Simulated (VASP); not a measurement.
# SbSe4: single point with PBE

Crystal: SbSe4.

```
Sb Se
1.0
     5.06707    0.00000    0.00000
     0.00000    5.06707    0.00000
     0.00000    0.00000    5.04719
Sb Se
1 4
Direct
  0.00000 0.00000 0.00000
  0.00000 0.50000 0.50000
  0.50000 0.00000 0.50000
  0.50000 0.50000 0.50000
  0.50000 0.50000 0.00000
```

```json
{
  "Program": "VASP 6.6.1",
  "Task": "single point",
  "Functional": "PBE",
  "Potentials or basis": "VASP PAW PBE potentials, release 64 (Sb, Se)",
  "Cutoff": "520 eV",
  "k mesh": "4 × 4 × 4",
  "Occupations": "gaussian, width 0.1 eV",
  "Spin": "no spin polarisation",
  "Dipole correction": "no",
  "Further INCAR settings": "ALGO = Normal; EDIFF = 1e-07; NBANDS = 22"
}
```

```yaml
Pressure: 0.1 GPa
```

Stress tensor (GPa, compression positive):
```
-0.01  0.00  0.00
 0.00 -0.01  0.00
 0.00  0.00  0.32
```

Levels at points of the mesh, in eV from the Fermi level:
```csv
k point,band 12,band 13,band 14,band 15,band 16,band 17
"(0.00, 0.00, 0.00)",-0.79,-0.79,-0.79,2.13,2.13,2.13
"(0.50, 0.00, 0.00)",-1.07,-0.82,-0.80,0.18,0.55,1.18
"(0.50, 0.50, 0.00)",-1.19,-1.04,-1.04,-0.29,-0.04,0.51
"(0.00, 0.00, 0.50)",-1.04,-0.82,-0.82,0.17,0.54,1.16
"(0.50, 0.00, 0.50)",-1.19,-1.05,-1.01,-0.30,-0.01,0.53
"(0.50, 0.50, 0.50)",-1.12,-1.07,0.55,0.57,0.57,0.69
```

Wall time 24 s on 1 thread of Intel(R) Xeon(R) Platinum 8559C (Emerald Rapids) (shared host), peak memory 0.24 GiB.

Caveat: spin-orbit coupling is left out, which moves the levels of the heavy elements.
